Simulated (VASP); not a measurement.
# TiPt3 in VASP: notebook, part 2 of 2

VASP 6.6.1. The steps go on from the part before.

### 4 Electric field gradients, PBEsol (equal xy, yz and zx shear strains of -2 %)

File INCAR:

```
PREC = Accurate
ENCUT = 520
EDIFF = 1E-8
ISMEAR = -1
SIGMA = 0.05
LREAL = F
LASPH = T
NELM = 80
ALGO = Normal
ISIF = 2
LWAVE = F
LCHARG = F
GGA = PS
LEFG = T
NBANDS = 29
```

File KPOINTS:

```
regular mesh
0
Gamma
  9 9 9
```

File POSCAR:

```
TiPt3
1.0
    3.8970000000     -0.0389700000     -0.0389700000
   -0.0389700000      3.8970000000     -0.0389700000
   -0.0389700000     -0.0389700000      3.8970000000
Ti Pt
1 3
Direct
    0.0000000000      0.0000000000      0.0000000000
    0.0000000000      0.5000000000      0.5000000000
    0.5000000000      0.0000000000      0.5000000000
    0.5000000000      0.5000000000      0.0000000000
```

Potentials or basis: VASP PAW PBE potentials, release 64 (Ti_sv, Pt).

Run with:

```
> cat potpaw_PBE.64/Ti_sv/POTCAR potpaw_PBE.64/Pt/POTCAR > POTCAR
> mpirun -np 1 vasp_std > vasp.out
```

OUTCAR:

```text
PREC = Accurate
   ENCUT = 520
   EDIFF = 1E-8
   ISMEAR = -1
   LREAL = F
   LASPH = T
   NELM = 80
   ISIF = 2
   GGA = PS

 ion  position               nearest neighbor table
   1  0.000  0.000  0.000-   2 2.73   3 2.73   4 2.73   2 2.73   3 2.73   4 2.73   4 2.78   2 2.78
                             3 2.78   4 2.78   3 2.78   2 2.78
   2  0.000  0.500  0.500-   1 2.73   3 2.73   4 2.73   1 2.73   4 2.73   3 2.73   3 2.78   1 2.78
                             3 2.78   4 2.78   4 2.78   1 2.78
   3  0.500  0.000  0.500-   1 2.73   2 2.73   4 2.73   4 2.73   1 2.73   2 2.73   4 2.78   1 2.78
                             1 2.78   2 2.78   4 2.78   2 2.78
   4  0.500  0.500  0.000-   1 2.73   2 2.73   3 2.73   3 2.73   2 2.73   1 2.73   3 2.78   2 2.78
                             1 2.78   2 2.78   3 2.78   1 2.78

  LATTYP: Found a trigonal (rhomboedric) cell.
 ALAT       =     3.8973896805
 COS(alpha) =    -0.0198960208

  Lattice vectors:

 A1 = (   3.8970000000,  -0.0389700000,  -0.0389700000)
 A2 = (  -0.0389700000,   3.8970000000,  -0.0389700000)
 A3 = (  -0.0389700000,  -0.0389700000,   3.8970000000)

Analysis of symmetry for initial positions (statically):
=====================================================================
 Subroutine PRICEL returns:
 Original cell was already a primitive cell.

 Routine SETGRP: Setting up the symmetry group for a
 trigonal (rhombohedral) supercell.

 Subroutine GETGRP returns: Found 12 space group operations
 (whereof 12 operations were pure point group operations)
 out of a pool of 12 trial point group operations.

[... 944 lines left out ...]

  FORCE on cell =-STRESS in cart. coord.  units (eV):
  Direction    XX          YY          ZZ          XY          YZ          ZX
  --------------------------------------------------------------------------------------
  -------------------------------------------------------------------------------------
  Total        0.2338548      0.2338548      0.2338548      1.1241552      1.1241552      1.1241552
  in kB        6.3328147      6.3328147      6.3328147     30.4422542     30.4422542     30.4422542
  external PRESSURE =       6.3328147 kB  Pullay stress =       0.0000000 kB

 VOLUME and BASIS-vectors are now :
 -----------------------------------------------------------------------------
  energy-cutoff  :      520.00
  volume of cell :       59.16
      direct lattice vectors                 reciprocal lattice vectors
     3.897000000 -0.038970000 -0.038970000     0.256659497  0.002592520  0.002592520
    -0.038970000  3.897000000 -0.038970000     0.002592520  0.256659497  0.002592520
    -0.038970000 -0.038970000  3.897000000     0.002592520  0.002592520  0.256659497

 POSITION                                       TOTAL-FORCE (eV/Angst)
 -----------------------------------------------------------------------------------
      0.00000      0.00000      0.00000         0.000000     -0.000000      0.000000
     -0.03897      1.92901      1.92901        -0.000000     -0.000000      0.000000
      1.92901     -0.03897      1.92901        -0.000000      0.000000     -0.000000
      1.92901      1.92901     -0.03897         0.000000      0.000000      0.000000
 -----------------------------------------------------------------------------------
    total drift:                                0.000000      0.000000     -0.000000

  FREE ENERGIE OF THE ION-ELECTRON SYSTEM (eV)
  ---------------------------------------------------
  free  energy   TOTEN  =       -32.7305133559 eV

  energy  without entropy=      -32.7183813945  energy(sigma->0) =      -32.72444738

 Electric field gradients (V/A^2)
---------------------------------------------------------------------
 ion       V_xx      V_yy      V_zz      V_xy      V_xz      V_yz
---------------------------------------------------------------------
   1       0.000     0.000     0.000    -3.445    -3.445    -3.445
   2     -66.730    33.365    33.365   -31.361   -31.361     0.248
   3      33.365   -66.730    33.365   -31.361     0.248   -31.361
   4      33.365    33.365   -66.730     0.248   -31.361   -31.361
---------------------------------------------------------------------

 Electric field gradients after diagonalization (V/A^2)
 (convention: |V_zz| > |V_xx| > |V_yy|)
----------------------------------------------------------------------
 ion       V_xx      V_yy      V_zz     asymmetry (V_yy - V_xx)/ V_zz
----------------------------------------------------------------------
   1       3.445     3.445    -6.890       0.000
   2      50.406    33.117   -83.523       0.207
   3      50.406    33.117   -83.523       0.207
   4      50.406    33.117   -83.523       0.207
----------------------------------------------------------------------

           NMR quadrupolar parameters

 Cq : quadrupolar parameter    Cq=e*Q*V_zz/h
 eta: asymmetry parameters     (V_yy - V_xx)/ V_zz
 Q  : nuclear electric quadrupole moment in mb (millibarn)
----------------------------------------------------------------------
 ion       Cq(MHz)       eta       Q (mb)
----------------------------------------------------------------------
   1      -0.017       0.000       1.000
   2      -0.202       0.207       1.000
   3      -0.202       0.207       1.000
   4      -0.202       0.207       1.000
----------------------------------------------------------------------
```

Wall time 2.8 min (1 thread of Intel Xeon Platinum 8488C (Sapphire Rapids), shared host); peak memory 0.26 GiB.

Results:

* Free energy: -32.7305 eV
* Pressure: 0.6 GPa
* Band gap on the k mesh: zero (bands 21 and 22 overlap by 1.49 eV)
* Largest electric field gradient by atom: Ti -6.9; Pt -83.5 V/Å²

Stress tensor (GPa, compression positive):
```
0.63 3.04 3.04
3.04 0.63 3.04
3.04 3.04 0.63
```

Electric field gradients, principal values (V/Å²):
```csv
atom,least,middle,greatest (by size)
1 Ti,3.445,3.445,-6.890
2 Pt,33.117,50.406,-83.523
3 Pt,33.117,50.406,-83.523
4 Pt,33.117,50.406,-83.523
```

Caveat: the cell differs from its parent crystal (equal xy, yz and zx shear strains of -2 %); without QUAD_EFG the Cq values of the log hold for a quadrupole moment of 1 mb, not for the nuclei; the PAW data sets were made with another functional, which shifts forces and pressure a little; spin-orbit coupling is left out, which moves the levels of the heavy elements.
